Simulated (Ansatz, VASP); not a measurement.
# One calculation of SbW2, two programs

```
Sb W
1.0
     0.00000    3.13301    3.13301
     3.13301    0.00000    3.13301
     3.13301    3.13301    0.00000
Sb W
1 2
Cartesian
  3.1330 3.1330 3.1330
  1.5665 1.5665 1.5665
  4.6995 4.6995 4.6995
```

Alike in both runs: task relaxation of cell and atoms; functional BLYP; k mesh 7 × 7 × 7; occupations fermi-dirac, width 0.05 eV; no spin polarisation.

|  | VASP | Ansatz |
| --- | --- | --- |
| version | VASP 6.6.1 | Ansatz 0.2.0 |
| potentials or method | VASP PAW PBE potentials, release 64 (Sb, W_sv) | Ansatz PAW |
| plane-wave cutoff (eV) | 600 | 420 |
| valence electrons in the cell | 33 | 43 |

VASP gave:

- gap on the k mesh at the Fermi level, each at its own relaxed structure (eV): none
- relaxed volume (Å³/atom): 21.55
- relaxed cell length with the largest relative difference (Å): 4.505

Problem. What did Ansatz give for the same quantities?

Solution. gap on the k mesh at the Fermi level, each at its own relaxed structure (eV): none; relaxed volume (Å³/atom): 21.43; relaxed cell length with the largest relative difference (Å): 4.496.

VASP's potentials were made for PBE, not for BLYP. A gap of «none» marks a metal or a gap that the smearing closes. VASP's potentials hold 33 valence electrons a cell and Ansatz's 43, so a difference there can come from the potentials and not from the codes.

Spin-orbit coupling is off throughout. Noted on VASP's run: too few bands were computed for a metal, which touches its energy and stress. Noted on Ansatz's run: the plane-wave basis is chosen anew once the cell has moved, so the energies of steps on either side of that aren't comparable.
